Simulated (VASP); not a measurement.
# N (P4_2/mnm) in VASP: relaxation of shape and atoms at fixed volume with r2SCAN

Aim: the relaxation of shape and atoms at fixed volume of N with r2SCAN.

All numbers are computed with VASP 6.6.1; they aren't measurements. Logs are shortened: lines on timing, memory, paths and dates and some standing lists are left out, and cuts for length are marked.

### Step 1. The cell of the first run

The structure is tetragonal, space group P4_2/mnm (No. 136). Conventional cell: a = 4.269 Å, b = 4.269 Å, c = 5.512 Å, α = 90.00°, β = 90.00°, γ = 90.00°. N (site symmetry m2m) has 1 N at 1.10 Å within 1.5 Å.

### Step 2. Relaxation of shape and atoms at fixed volume, r2SCAN (25.12 Å³/atom)

Contents of POSCAR:

```
N
1.0
    4.2693093610      0.0000000000      0.0000000000
    0.0000000000      4.2693093610      0.0000000000
    0.0000000000      0.0000000000      5.5124694326
N
4
Direct
    0.9086016705      0.9086016705      0.0000000000
    0.5913983295      0.4086016705      0.5000000000
    0.0913983295      0.0913983295      0.0000000000
    0.4086016705      0.5913983295      0.5000000000
```

Contents of INCAR.step1:

```
SYSTEM = N
PREC     = Accurate       ! precision mode
ENCUT    = 600            ! plane-wave cutoff, eV
ISMEAR   = 0              ! smearing method
SIGMA    = 0.02           ! smearing width, eV
LREAL    = .FALSE.        ! projectors in reciprocal space
LASPH    = .TRUE.         ! aspherical terms in the spheres
NELM     = 100            ! most SCF steps
GGA      = PE             ! functional
ALGO     = Normal         ! electronic algorithm
EDIFF    = 1E-4           ! SCF threshold, eV
LWAVE    = .TRUE.         ! write WAVECAR
LCHARG   = .FALSE.        ! write CHGCAR
```

Contents of INCAR.step2:

```
SYSTEM = N
PREC     = Accurate       ! precision mode
ENCUT    = 600            ! plane-wave cutoff, eV
EDIFF    = 1E-6           ! SCF threshold, eV
ISMEAR   = 0              ! smearing method
SIGMA    = 0.02           ! smearing width, eV
LREAL    = .FALSE.        ! projectors in reciprocal space
LASPH    = .TRUE.         ! aspherical terms in the spheres
NELM     = 100            ! most SCF steps
ALGO     = Normal         ! electronic algorithm
ISIF     = 4              ! what is computed and relaxed
LWAVE    = .FALSE.        ! write WAVECAR
LCHARG   = .FALSE.        ! write CHGCAR
METAGGA  = R2SCAN         ! meta-GGA
LMIXTAU  = .TRUE.       
IBRION   = 2              ! ionic algorithm
NSW      = 50             ! ionic steps
EDIFFG   = -0.01          ! ionic threshold
ISTART   = 1
```

Contents of KPOINTS:

```
Automatic mesh
0
G
  6 6 4
  0 0 0
```

Potentials or basis: VASP PAW PBE potentials, release 64 (N).

Command:

```sh
$ cat potpaw_PBE.64/N/POTCAR > POTCAR
$ cp INCAR.step1 INCAR
$ mpirun -np 1 vasp_std > vasp.out
$ cp INCAR.step2 INCAR
$ mpirun -np 1 vasp_std > vasp.out
```

OUTCAR:

```text
SYSTEM = N
   PREC = Accurate
   ENCUT = 600
   EDIFF = 1E-6
   ISMEAR = 0
   LREAL = .FALSE.
   LASPH = .TRUE.
   NELM = 100
   ISIF = 4
   METAGGA = R2SCAN
   IBRION = 2
   NSW = 50
   EDIFFG = -0.01
   ISTART = 1

 ion  position               nearest neighbor table
   1  0.909  0.909  0.000-   3 1.10
   2  0.591  0.409  0.500-   4 1.10
   3  0.091  0.091  0.000-   1 1.10
   4  0.409  0.591  0.500-   2 1.10

  LATTYP: Found a simple tetragonal cell.
 ALAT       =     4.2693093610
 C/A-ratio  =     1.2911852870

  Lattice vectors:

 A1 = (   4.2693093610,   0.0000000000,   0.0000000000)
 A2 = (   0.0000000000,   4.2693093610,   0.0000000000)
 A3 = (   0.0000000000,   0.0000000000,   5.5124694326)

Analysis of symmetry for initial positions (statically):
=====================================================================
 Subroutine PRICEL returns:
 Original cell was already a primitive cell.

 Routine SETGRP: Setting up the symmetry group for a
 simple tetragonal supercell.

 Subroutine GETGRP returns: Found 16 space group operations
 (whereof  8 operations were pure point group operations)
 out of a pool of 16 trial point group operations.

The static configuration has the point symmetry D_2h.
 The point group associated with its full space group is D_4h.

Analysis of symmetry for dynamics (positions and initial velocities):
=====================================================================
 Subroutine PRICEL returns:
 Original cell was already a primitive cell.

 Routine SETGRP: Setting up the symmetry group for a
 simple tetragonal supercell.

 Subroutine GETGRP returns: Found 16 space group operations
 (whereof  8 operations were pure point group operations)
 out of a pool of 16 trial point group operations.

The dynamic configuration has the point symmetry D_2h.
 The point group associated with its full space group is D_4h.

 Subroutine INISYM returns: Found 16 space group operations
 (whereof  8 operations are pure point group operations),
 and found     1 'primitive' translations

----------------------------------------------------------------------------------------

                                     Primitive cell

  volume of cell :     100.4758

  direct lattice vectors                    reciprocal lattice vectors
     4.269309361  0.000000000  0.000000000     0.234229922  0.000000000  0.000000000
     0.000000000  4.269309361  0.000000000     0.000000000  0.234229922  0.000000000
     0.000000000  0.000000000  5.512469433     0.000000000  0.000000000  0.181406902

  length of vectors
     4.269309361  4.269309361  5.512469433     0.234229922  0.234229922  0.181406902

  position of ions in fractional coordinates (direct lattice)
     0.908601670  0.908601670  0.000000000
     0.591398330  0.408601670  0.500000000
     0.091398330  0.091398330  0.000000000
     0.408601670  0.591398330  0.500000000

  ion indices of the primitive-cell ions
   primitive index   ion index
                 1           1
                 2           2
                 3           3
                 4           4

----------------------------------------------------------------------------------------

 KPOINTS: Automatic mesh

Automatic generation of k-mesh.
 Grid dimensions read from file:
 generate k-points for:    6    6    4

 Generating k-lattice:

  Cartesian coordinates                     Fractional coordinates (reciprocal lattice)
     0.039038320  0.000000000  0.000000000     0.166666667  0.000000000  0.000000000
     0.000000000  0.039038320  0.000000000     0.000000000  0.166666667  0.000000000
     0.000000000  0.000000000  0.045351725     0.000000000  0.000000000  0.250000000

  Length of vectors
     0.039038320  0.039038320  0.045351725

  Shift w.r.t. Gamma in fractional coordinates (k-lattice)
     0.000000000  0.000000000  0.000000000

 Subroutine IBZKPT returns following result:
 ===========================================

 Found     30 irreducible k-points:

 Following reciprocal coordinates:
            Coordinates               Weight
  0.000000  0.000000  0.000000      1.000000
  0.166667  0.000000  0.000000      4.000000
  0.333333  0.000000  0.000000      4.000000
  0.500000  0.000000  0.000000      2.000000
  0.166667  0.166667  0.000000      4.000000
  0.333333  0.166667  0.000000      8.000000
[... 16 lines left out ...]
  0.333333  0.000000  0.500000      4.000000
  0.500000  0.000000  0.500000      2.000000
 [... further k-points ...]
   k-points           NKPTS =     30   k-points in BZ     NKDIM =     30   number of bands    NBANDS=     14
   number of dos      NEDOS =    301   number of ions     NIONS =      4
   total plane-waves  NPLWV =  62208
   dimension x,y,z NGX =    36 NGY =   36 NGZ =   48
   dimension x,y,z NGXF=    72 NGYF=   72 NGZF=   96
   ions per type =               4
   NGX,Y,Z   is equivalent  to a cutoff of  14.02, 14.02, 14.48 a.u.
   NGXF,Y,Z  is equivalent  to a cutoff of  28.04, 28.04, 28.95 a.u.
 SYSTEM =  N
   PREC   = accura    normal or accurate (medium, high low for compatibility)
   ISTART =      1    job   : 0-new  1-cont  2-samecut
   ICHARG =      0    charge: 1-file 2-atom 10-const
   ISPIN  =      1    spin polarized calculation?
   LNONCOLLINEAR =      F non collinear calculations
   LSORBIT =      F    spin-orbit coupling
   LASPH  =      T    aspherical Exc in radial PAW
   ENCUT  =  600.0 eV  44.10 Ry    6.64 a.u.   8.53  8.53 11.01*2*pi/ulx,y,z
   NELM   =    100;   NELMIN=  2; NELMDL=  0     # of ELM steps
   EDIFF  = 0.1E-05   stopping-criterion for ELM
   LREAL  =      F    real-space projection
   EDIFFG = -.1E-01   stopping-criterion for IOM
   NSW    =     50    number of steps for IOM
   IBRION =      2    ionic relax: 0-MD 1-quasi-New 2-CG
   NFREE  =      1    steps in history (QN), initial steepest desc. (CG)
   ISIF   =      4    stress and relaxation
   ISYM   =      2    0-nonsym 1-usesym 2-fastsym
   POTIM  = 0.5000    time-step for ionic-motion
   TEBEG  =    0.0;   TEEND  =   0.0 temperature during run
   PSTRESS=    0.0 pullay stress
   NELECT =      20.0000    total number of electrons
   NUPDOWN=      -1.0000    fix difference up-down
   EMIN   =  10.00;   EMAX   =-10.00  energy-range for DOS
   EFERMI =   0.00;   METHOD = LEGACY
   ISMEAR =     0;   SIGMA  =   0.02  broadening in eV -4-tet -1-fermi 0-gaus
   EFERMI_NEDOS =   21; number of points for ismear=-14 and -15
   IALGO  =     38    algorithm
   IMIX   =      4    mixing-type and parameters
     AMIX     =   0.40;   BMIX     =  1.00
     AMIX_MAG =   1.60;   BMIX_MAG =  1.00
  volume/ion in A,a.u.               =      25.12       169.51
  Fermi-wavevector in a.u.,A,eV,Ry     =   0.955867  1.806328 12.431407  0.913683
  Thomas-Fermi vector in A             =   2.084744
   LORBIT       =      0    0 simple, 1 ext, 2 COOP (PROOUT), +10 PAW based schemes
   METAGGA = R2SCAN    functional components
   LHFCALC =     F    Hartree Fock is set to
   AEXX    =    0.0000 exact exchange contribution
   IVDW    =     0    specifies the selected vdW correction
   LEPSILON=     F    determine dielectric tensor
   LRPA    =     F    only Hartree local field effects (RPA)
 conjugate gradient relaxation of ions
 non-spin polarized calculation
 Gauss-broadening in eV      SIGMA  =   0.02
  energy-cutoff  :      600.00
  volume of cell :      100.48
 maximum number of plane-waves:      3374
 NGX is ok and might be reduce to    36
   NGX = 17   NGY = 17   NGZ = 23

--------------------------------------- Ionic step        1  -------------------------------------------

 number of electron      20.0000000 magnetization

 Free energy of the ion-electron system (eV)
  ---------------------------------------------------
  ext. energy  EPLUGINS =         0.00000000
  ---------------------------------------------------
  free energy    TOTEN  =       -36.50772033 eV

  energy without entropy =      -36.50772033  energy(sigma->0) =      -36.50772033

------------------------ aborting loop because EDIFF is reached ----------------------------------------

  FORCE on cell =-STRESS in cart. coord.  units (eV):
  Direction    XX          YY          ZZ          XY          YZ          ZX
  --------------------------------------------------------------------------------------
  -------------------------------------------------------------------------------------
  Total        0.3031898      0.3031898     -0.1029877      0.0000000      0.0000000      0.0000000
  in kB        4.8346351      4.8346351     -1.6422316      0.0000000      0.0000000      0.0000000
  external PRESSURE =       2.6756795 kB  Pullay stress =       0.0000000 kB
[... 61 lines left out ...]
  energy  without entropy=      -36.3097454026  energy(sigma->0) =      -36.30974540

--------------------------------------- Ionic step        3  -------------------------------------------

 number of electron      20.0000000 magnetization

 Free energy of the ion-electron system (eV)
  ---------------------------------------------------
  ext. energy  EPLUGINS =         0.00000000
  ---------------------------------------------------
  free energy    TOTEN  =       -36.50865295 eV

  energy without entropy =      -36.50865295  energy(sigma->0) =      -36.50865295

 E-fermi :  -7.3216     XC(G=0):  -6.1151

 val. band max:       -7.4252218601   @ k =   0.5000   0.5000   0.5000
 cond. band min:       0.3833401147   @ k =   0.0000   0.0000   0.0000
 fundamental gap:      7.8085619748
 Fermi energy:        -7.3215609188

 k-point     1 :       0.0000    0.0000    0.0000
  band No.  band energies     occupation
      1     -26.6302      2.00000
      2     -26.5886      2.00000
      3     -11.0978      2.00000
      4     -11.0978      2.00000
      5      -9.1493      2.00000
      6      -8.7330      2.00000
      7      -8.7330      2.00000
      8      -8.6491      2.00000
      9      -8.1633      2.00000
     10      -7.5490      2.00000
     11       0.3833      0.00000
     12       1.1605      0.00000
     13       1.4386      0.00000
     14       1.4386      0.00000
[... 375 lines left out ...]
 k-point    24 :       0.5000    0.0000    0.5000
  band No.  band energies     occupation
      1     -26.6019      2.00000
      2     -26.6019      2.00000
      3     -11.2609      2.00000
      4     -11.2609      2.00000
      5      -9.0056      2.00000
      6      -9.0056      2.00000
      7      -8.7218      2.00000
      8      -8.7218      2.00000
      9      -7.6296      2.00000
     10      -7.6296      2.00000
     11       0.9444      0.00000
     12       0.9444      0.00000
     13       1.5277      0.00000
     14       1.5277      0.00000

 [... further k-points ...]

------------------------ aborting loop because EDIFF is reached ----------------------------------------

  FORCE on cell =-STRESS in cart. coord.  units (eV):
  Direction    XX          YY          ZZ          XY          YZ          ZX
  --------------------------------------------------------------------------------------
  -------------------------------------------------------------------------------------
  Total       -0.1341291     -0.1341291     -0.1016411      0.0000000      0.0000000      0.0000000
  in kB       -2.1388098     -2.1388098     -1.6207599      0.0000000      0.0000000      0.0000000
  external PRESSURE =      -1.9661265 kB  Pullay stress =       0.0000000 kB
[... 19 lines left out ...]
  FREE ENERGIE OF THE ION-ELECTRON SYSTEM (eV)
  ---------------------------------------------------
  free  energy   TOTEN  =       -36.5086529492 eV

  energy  without entropy=      -36.5086529492  energy(sigma->0) =      -36.50865295

 reached required accuracy - stopping structural energy minimisation
```

Run time: 3 min. Hardware: 1 thread of Intel Xeon 6975P-C (Granite Rapids), shared host; peak memory 0.26 GiB.

Results:

| Item | Value |
| --- | --- |
| Free energy | -36.5087 eV |
| Energy gained by relaxing | 0.2 meV/atom |
| Ionic steps | 3 |
| Pressure after relaxing | -0.2 GPa |
| Largest force after relaxing | 0.009 eV/Å |
| Band gap on the k mesh | 7.81 eV (least direct gap 7.93 eV) |

Forces on the atoms (eV/Å):
```
N    0.006  0.006  0.000
N   -0.006  0.006  0.000
N   -0.006 -0.006  0.000
N    0.006 -0.006  0.000
```

Step by step:
| step | energy change (eV) | largest force (eV/Å) | pressure (GPa) | volume (Å³) |
| --- | --- | --- | --- | --- |
| 1 | 0.0000 | 0.3891 | 0.27 | 100.48 |
| 2 | 0.1980 | 5.1281 | -6.38 | 100.48 |
| 3 | -0.0009 | 0.0087 | -0.20 | 100.48 |

Final structure:
```xyz
4
Lattice="4.2697 0.0000 0.0000 0.0000 4.2697 0.0000 0.0000 0.0000 5.5114" Properties=species:S:1:pos:R:3 pbc="T T T"
N     3.8787    3.8787    0.0000
N     2.5260    1.7438    2.7557
N     0.3911    0.3911    0.0000
N     1.7438    2.5260    2.7557
```

Caveat: the standard files for N, O and F lose accuracy on very short bonds; the PAW data sets were made with another functional, which shifts forces and pressure a little.
